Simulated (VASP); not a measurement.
# PbI2 (P-3m1) in VASP: single point with PBEsol

Aim: the single point of PbI2 with PBEsol.

Everything below comes from runs of VASP 6.6.1. Logs are shortened: lines on timing, memory, paths and dates and some standing lists are left out, and cuts for length are marked.

## Step 1: The cell of the first run

It takes space group P-3m1 (No. 164, trigonal). The conventional cell has a = 4.555 Å, b = 4.555 Å, c = 6.977 Å, α = 90.00°, β = 90.00°, γ = 120.00°. Within 4.2 Å of Pb (site symmetry -3m) lie 6 I at 3.21 Å. Within 4.2 Å of I (site symmetry 3m) lie 3 Pb at 3.21 Å.

## Step 2: Single point, PBEsol

Input file INCAR:

```
SYSTEM = PbI2
PREC = Accurate
ENCUT = 500
EDIFF = 1E-6
ISMEAR = 0
SIGMA = 0.05
LREAL = .False.
LASPH = .True.
NELM = 120
ALGO = Normal
ISIF = 2
LWAVE = .False.
LCHARG = .True.
GGA = PS
LELF = .True.
LVHAR = .True.
NBANDS = 21
GGA_COMPAT = .False.
```

Input file KPOINTS:

```
regular mesh
0
Gamma
  9 9 4
  0 0 0
```

Input file POSCAR:

```
PbI2
1.0
    4.5550018558      0.0000000000      0.0000000000
   -2.2775009279      3.9447473214      0.0000000000
    0.0000000000      0.0000000000      6.9770000000
Pb I
1 2
Direct
    0.0000000000      0.0000000000      0.0000000000
    0.3333333333      0.6666666667      0.2650000000
    0.6666666667      0.3333333333      0.7350000000
```

Potentials or basis: VASP PAW PBE potentials, release 64 (Pb_d, I).

Command:

```bash
cat potpaw_PBE.64/Pb_d/POTCAR potpaw_PBE.64/I/POTCAR > POTCAR
mpirun -np 1 vasp_std > vasp.out
```

OUTCAR:

```text
SYSTEM = PbI2
   PREC = Accurate
   ENCUT = 500
   EDIFF = 1E-6
   ISMEAR = 0
   LREAL = .False.
   LASPH = .True.
   NELM = 120
   ISIF = 2
   GGA = PS

 ion  position               nearest neighbor table
   1  0.000  0.000  0.000-   2 3.21   3 3.21   2 3.21   3 3.21   3 3.21   2 3.21
   2  0.333  0.667  0.265-   1 3.21   1 3.21   1 3.21
   3  0.667  0.333  0.735-   1 3.21   1 3.21   1 3.21

  LATTYP: Found a hexagonal cell.
 ALAT       =     4.5550018558
 C/A-ratio  =     1.5317227568

  Lattice vectors:

 A1 = (   4.5550018558,   0.0000000000,   0.0000000000)
 A2 = (  -2.2775009279,   3.9447473214,   0.0000000000)
 A3 = (   0.0000000000,   0.0000000000,   6.9770000000)

Analysis of symmetry for initial positions (statically):
=====================================================================
 Subroutine PRICEL returns:
 Original cell was already a primitive cell.

 Routine SETGRP: Setting up the symmetry group for a
 hexagonal supercell.

 Subroutine GETGRP returns: Found 12 space group operations
 (whereof 12 operations were pure point group operations)
 out of a pool of 24 trial point group operations.

The static configuration has the point symmetry D_3d.

Analysis of symmetry for dynamics (positions and initial velocities):
=====================================================================
 Subroutine PRICEL returns:
 Original cell was already a primitive cell.

 Routine SETGRP: Setting up the symmetry group for a
 hexagonal supercell.

 Subroutine GETGRP returns: Found 12 space group operations
 (whereof 12 operations were pure point group operations)
 out of a pool of 24 trial point group operations.

The dynamic configuration has the point symmetry D_3d.

 Subroutine INISYM returns: Found 12 space group operations
 (whereof 12 operations are pure point group operations),
 and found     1 'primitive' translations

----------------------------------------------------------------------------------------

                                     Primitive cell

  volume of cell :     125.3650

  direct lattice vectors                    reciprocal lattice vectors
     4.555001856  0.000000000  0.000000000     0.219538879  0.126750831  0.000000000
    -2.277500928  3.944747321  0.000000000     0.000000000  0.253501661  0.000000000
     0.000000000  0.000000000  6.977000000     0.000000000  0.000000000  0.143328078

  length of vectors
     4.555001856  4.555001856  6.977000000     0.253501661  0.253501661  0.143328078

  position of ions in fractional coordinates (direct lattice)
     0.000000000  0.000000000  0.000000000
     0.333333333  0.666666667  0.265000000
     0.666666667  0.333333333  0.735000000

  ion indices of the primitive-cell ions
   primitive index   ion index
                 1           1
                 2           2
                 3           3

----------------------------------------------------------------------------------------

 KPOINTS: regular mesh

Automatic generation of k-mesh.
 Grid dimensions read from file:
 generate k-points for:    9    9    4

 Generating k-lattice:

  Cartesian coordinates                     Fractional coordinates (reciprocal lattice)
     0.024393209  0.014083426  0.000000000     0.111111111  0.000000000  0.000000000
     0.000000000  0.028166851  0.000000000     0.000000000  0.111111111  0.000000000
     0.000000000  0.000000000  0.035832019     0.000000000  0.000000000  0.250000000

  Length of vectors
     0.028166851  0.028166851  0.035832019

  Shift w.r.t. Gamma in fractional coordinates (k-lattice)
     0.000000000  0.000000000  0.000000000

 Subroutine IBZKPT returns following result:
 ===========================================

 Found     43 irreducible k-points:

 Following reciprocal coordinates:
            Coordinates               Weight
  0.000000  0.000000  0.000000      1.000000
  0.111111  0.000000  0.000000      6.000000
  0.222222 -0.000000  0.000000      6.000000
  0.333333  0.000000  0.000000      6.000000
  0.444444 -0.000000  0.000000      6.000000
  0.111111  0.111111  0.000000      6.000000
[... 16 lines left out ...]
  0.222222  0.111111  0.250000     12.000000
 -0.111111  0.333333  0.250000     12.000000
 [... further k-points ...]
   k-points           NKPTS =     43   k-points in BZ     NKDIM =     43   number of bands    NBANDS=     21
   number of dos      NEDOS =    301   number of ions     NIONS =      3
   total plane-waves  NPLWV =  69984
   dimension x,y,z NGX =    36 NGY =   36 NGZ =   54
   dimension x,y,z NGXF=    72 NGYF=   72 NGZF=  108
   ions per type =               1   2
   NGX,Y,Z   is equivalent  to a cutoff of  13.14, 13.14, 12.87 a.u.
   NGXF,Y,Z  is equivalent  to a cutoff of  26.28, 26.28, 25.73 a.u.
 SYSTEM =  PbI2
   PREC   = accura    normal or accurate (medium, high low for compatibility)
   ISTART =      0    job   : 0-new  1-cont  2-samecut
   ICHARG =      2    charge: 1-file 2-atom 10-const
   ISPIN  =      1    spin polarized calculation?
   LNONCOLLINEAR =      F non collinear calculations
   LSORBIT =      F    spin-orbit coupling
   LASPH  =      T    aspherical Exc in radial PAW
   ENCUT  =  500.0 eV  36.75 Ry    6.06 a.u.   8.30  8.30 12.72*2*pi/ulx,y,z
   NELM   =    120;   NELMIN=  2; NELMDL= -5     # of ELM steps
   EDIFF  = 0.1E-05   stopping-criterion for ELM
   LREAL  =      F    real-space projection
   EDIFFG = 0.1E-04   stopping-criterion for IOM
   NSW    =      0    number of steps for IOM
   IBRION =     -1    ionic relax: 0-MD 1-quasi-New 2-CG
   NFREE  =      0    steps in history (QN), initial steepest desc. (CG)
   ISIF   =      2    stress and relaxation
   ISYM   =      2    0-nonsym 1-usesym 2-fastsym
   POTIM  = 0.5000    time-step for ionic-motion
   TEBEG  =    0.0;   TEEND  =   0.0 temperature during run
   PSTRESS=    0.0 pullay stress
   NELECT =      28.0000    total number of electrons
   NUPDOWN=      -1.0000    fix difference up-down
   EMIN   =  10.00;   EMAX   =-10.00  energy-range for DOS
   EFERMI =   0.00;   METHOD = LEGACY
   ISMEAR =     0;   SIGMA  =   0.05  broadening in eV -4-tet -1-fermi 0-gaus
   EFERMI_NEDOS =   21; number of points for ismear=-14 and -15
   IALGO  =     38    algorithm
   IMIX   =      4    mixing-type and parameters
     AMIX     =   0.40;   BMIX     =  1.00
     AMIX_MAG =   1.60;   BMIX_MAG =  1.00
  volume/ion in A,a.u.               =      41.79       282.00
  Fermi-wavevector in a.u.,A,eV,Ry     =   0.993273  1.877014 13.423392  0.986591
  Thomas-Fermi vector in A             =   2.125143
   LORBIT       =      0    0 simple, 1 ext, 2 COOP (PROOUT), +10 PAW based schemes
   GGA     = PS    functional components
   LHFCALC =     F    Hartree Fock is set to
   AEXX    =    0.0000 exact exchange contribution
   IVDW    =     0    specifies the selected vdW correction
   LEPSILON=     F    determine dielectric tensor
   LRPA    =     F    only Hartree local field effects (RPA)
 non-spin polarized calculation
 Gauss-broadening in eV      SIGMA  =   0.05
  energy-cutoff  :      500.00
  volume of cell :      125.37
 maximum number of plane-waves:      3210
 NGX is ok and might be reduce to    36
   NGX = 17   NGY = 17   NGZ = 25

 number of electron      28.0000001 magnetization

 Free energy of the ion-electron system (eV)
  ---------------------------------------------------
  ext. energy  EPLUGINS =         0.00000000
  ---------------------------------------------------
  free energy    TOTEN  =        -9.33754508 eV

  energy without entropy =       -9.33754508  energy(sigma->0) =       -9.33754508

 E-fermi :   2.8285     XC(G=0):  -8.3151

 val. band max:        2.5540237528   @ k =   0.0000   0.0000   0.5000
 cond. band min:       4.6692845832   @ k =   0.0000   0.0000   0.5000
 fundamental gap:      2.1152608304
 Fermi energy:         2.8285088488

 k-point     1 :       0.0000    0.0000    0.0000
  band No.  band energies     occupation
      1     -13.4782      2.00000
      2     -13.4782      2.00000
      3     -13.4631      2.00000
      4     -13.4541      2.00000
      5     -13.4541      2.00000
      6      -9.6997      2.00000
[... 13 lines left out ...]
     20      10.2913      0.00000
     21      10.3809      0.00000

 k-point     2 :       0.1111    0.0000    0.0000
  band No.  band energies     occupation
      1     -13.4832      2.00000
      2     -13.4768      2.00000
      3     -13.4617      2.00000
      4     -13.4549      2.00000
      5     -13.4533      2.00000
      6      -9.6427      2.00000
[... 13 lines left out ...]
     20       9.7793      0.00000
     21      10.4205      0.00000

 k-point     3 :       0.2222   -0.0000    0.0000
  band No.  band energies     occupation
      1     -13.4963      2.00000
      2     -13.4740      2.00000
      3     -13.4599      2.00000
      4     -13.4546      2.00000
      5     -13.4503      2.00000
      6      -9.4841      2.00000
[... 13 lines left out ...]
     20      10.1633      0.00000
     21      10.6071      0.00000

 k-point     4 :       0.3333    0.0000    0.0000
  band No.  band energies     occupation
      1     -13.5115      2.00000
      2     -13.4725      2.00000
      3     -13.4615      2.00000
      4     -13.4502      2.00000
      5     -13.4452      2.00000
      6      -9.2656      2.00000
[... 13 lines left out ...]
     20      10.7123      0.00000
     21      11.2558      0.00000

 k-point     5 :       0.4444   -0.0000    0.0000
  band No.  band energies     occupation
      1     -13.5215      2.00000
      2     -13.4722      2.00000
      3     -13.4628      2.00000
      4     -13.4469      2.00000
      5     -13.4412      2.00000
      6      -9.0732      2.00000
[... 13 lines left out ...]
     20      11.2997      0.00000
     21      12.1951      0.00000
[... 382 lines left out ...]
     20      10.7854      0.00000
     21      11.1986      0.00000

 k-point    22 :       0.1111    0.1111    0.2500
  band No.  band energies     occupation
      1     -13.4914      2.00000
      2     -13.4757      2.00000
      3     -13.4592      2.00000
      4     -13.4561      2.00000
      5     -13.4510      2.00000
      6      -9.4724      2.00000
[... 13 lines left out ...]
     20       9.8366      0.00000
     21      10.2094      0.00000

 k-point    23 :       0.2222    0.1111    0.2500
  band No.  band energies     occupation
      1     -13.5039      2.00000
      2     -13.4755      2.00000
      3     -13.4589      2.00000
      4     -13.4542      2.00000
      5     -13.4466      2.00000
      6      -9.2907      2.00000
[... 13 lines left out ...]
     20      10.3304      0.00000
     21      10.9928      0.00000

 k-point    24 :      -0.1111    0.3333    0.2500
  band No.  band energies     occupation
      1     -13.5040      2.00000
      2     -13.4755      2.00000
      3     -13.4589      2.00000
      4     -13.4542      2.00000
      5     -13.4466      2.00000
      6      -9.2914      2.00000
[... 13 lines left out ...]
     20      10.0685      0.00000
     21      10.3045      0.00000

 [... further k-points ...]

------------------------ aborting loop because EDIFF is reached ----------------------------------------

  FORCE on cell =-STRESS in cart. coord.  units (eV):
  Direction    XX          YY          ZZ          XY          YZ          ZX
  --------------------------------------------------------------------------------------
  -------------------------------------------------------------------------------------
  Total        0.0002489      0.0002489      0.1161391      0.0000000     -0.0000000      0.0000000
  in kB        0.0031807      0.0031807      1.4842690      0.0000000     -0.0000000      0.0000000
  external PRESSURE =       0.4968768 kB  Pullay stress =       0.0000000 kB

 VOLUME and BASIS-vectors are now :
 -----------------------------------------------------------------------------
  energy-cutoff  :      500.00
  volume of cell :      125.37
      direct lattice vectors                 reciprocal lattice vectors
     4.555001856  0.000000000  0.000000000     0.219538879  0.126750831  0.000000000
    -2.277500928  3.944747321  0.000000000     0.000000000  0.253501661  0.000000000
     0.000000000  0.000000000  6.977000000     0.000000000  0.000000000  0.143328078

 POSITION                                       TOTAL-FORCE (eV/Angst)
 -----------------------------------------------------------------------------------
      0.00000      0.00000      0.00000         0.000000      0.000000      0.000000
     -0.00000      2.62983      1.84891         0.000000      0.000000      0.010184
      2.27750      1.31492      5.12809        -0.000000     -0.000000     -0.010184
 -----------------------------------------------------------------------------------
    total drift:                               -0.000000     -0.000000      0.000000

  FREE ENERGIE OF THE ION-ELECTRON SYSTEM (eV)
  ---------------------------------------------------
  free  energy   TOTEN  =        -9.3375450836 eV

  energy  without entropy=       -9.3375450836  energy(sigma->0) =       -9.33754508
```

It took 2.3 min on 1 thread of AMD EPYC 7R43 (Zen 3), shared host; peak memory 0.26 GiB.

What came out:

```
Free energy            : -9.3375 eV
Pressure               : 0.0 GPa
Largest force          : 0.010 eV/Å
Band gap on the k mesh : 2.12 eV, direct
```

Forces on the atoms (eV/Å):
```
Pb   0.000  0.000  0.000
I    0.000  0.000  0.010
I    0.000  0.000 -0.010
```

Levels at points of the mesh, in eV from the valence-band top:
| k point | band 12 | band 13 | band 14 | band 15 | band 16 | band 17 |
| --- | --- | --- | --- | --- | --- | --- |
| (0.00, 0.00, 0.00) | -0.93 | -0.93 | -0.71 | 2.37 | 3.31 | 3.31 |
| (0.00, 0.00, 0.50) | -0.75 | -0.75 | 0.00 | 2.12 | 3.12 | 3.12 |

Caveat: the PAW data sets were made with another functional, which shifts forces and pressure a little; spin-orbit coupling is left out, which moves the levels of the heavy elements; this functional lacks dispersion, which binds the layers, so the pressure and a relaxed spacing across them are unreliable. As with any semilocal functional, this PBEsol gap is likely too small.
